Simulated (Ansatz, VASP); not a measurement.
## One calculation of N, two programs

INCAR

```
SYSTEM = N
ALGO = Normal ; EDIFF = 1E-7
ENCUT = 520 ; GGA = PE
ISIF = 2 ; ISMEAR = -1
LASPH = .TRUE. ; LCHARG = .FALSE.
LREAL = .FALSE. ; LWAVE = .FALSE.
NBANDS = 18 ; NELM = 100
PREC = Accurate ; SIGMA = 0.02
```

The input KPOINTS:

```
k-points
0
G
  12 12 4
  0 0 0
```

Contents of POSCAR:

```
N
1.0
    3.5792593765      0.0000000000      0.0000000000
   -1.7896296883      3.0997295467      0.0000000000
    0.0000000000      0.0000000000      7.9198847283
N
4
Direct
    0.3333333333      0.6666666667      0.3190568246
    0.3333333333      0.6666666667      0.1809431754
    0.6666666667      0.3333333333      0.8190568246
    0.6666666667      0.3333333333      0.6809431754
```

Input for Ansatz:

```yaml
crystal:
  lattice:
    - [3.5792593765, 0.0, 0.0]
    - [-1.7896296883, 3.0997295467, 0.0]
    - [0.0, 0.0, 7.9198847283]
  atoms:
    - { symbol: "N", position: [0.3333333333, 0.6666666667, 0.3190568246] }
    - { symbol: "N", position: [0.3333333333, 0.6666666667, 0.1809431754] }
    - { symbol: "N", position: [0.6666666667, 0.3333333333, 0.8190568246] }
    - { symbol: "N", position: [0.6666666667, 0.3333333333, 0.6809431754] }
kpoints:
  mp_grid: { grid: [12, 12, 4] }
  band_path:
    path:
      - [0.0, 0.0, 0.0]
      - [0.5, 0.0, 0.0]
      - [0.3333333333, 0.3333333333, 0.0]
      - [0.0, 0.0, 0.5]
      - [0.5, 0.0, 0.5]
      - [0.3333333333, 0.3333333333, 0.5]
      - [0.1875, 0.1875, 0.0]
      - [0.0, 0.5, 0.0]
    npoints: 1
hamiltonian:
  xc: pbe
scf:
  occupations: { method: fermi_dirac, width: 0.02 }
  n_extra_bands: 5
output:
  forces: true
  stress: true
  eigenvalues: true
```

Change from the starting cell: uniaxial_z strain +3.6%.

Alike in both runs: task single point; functional PBE; k mesh 12 × 12 × 4; occupations fermi-dirac, width 0.02 eV; no spin polarisation.

```csv
,VASP,Ansatz
version,VASP 6.6.1,Ansatz 0.2.0
potentials or method,"VASP PAW PBE potentials, release 64 (N)","plane waves, PAW"
plane-wave cutoff (eV),520,420
valence electrons in the cell,20,20
```

|  | VASP | Ansatz | Ansatz less VASP |
| --- | --- | --- | --- |
| gap on the k mesh at the Fermi level (eV) | 7.12 | 7.16 | +0.045 |
| pressure (GPa) | 4.7 | 2.3 | -2.33 |
| traceless stress, the component that is largest in VASP (GPa) | 7.91 | 2.81 | -5.102 |
| rms of the force components (eV/Å) | 1.813 | 0.686 | -1.1271 |

Atom by atom the forces differ by 1.127 eV/Å (rms over components). With one functional, cell and mesh, what is left measures potentials, basis and numerics.

Noted on VASP's run: the standard files for N, O and F lose accuracy on very short bonds.
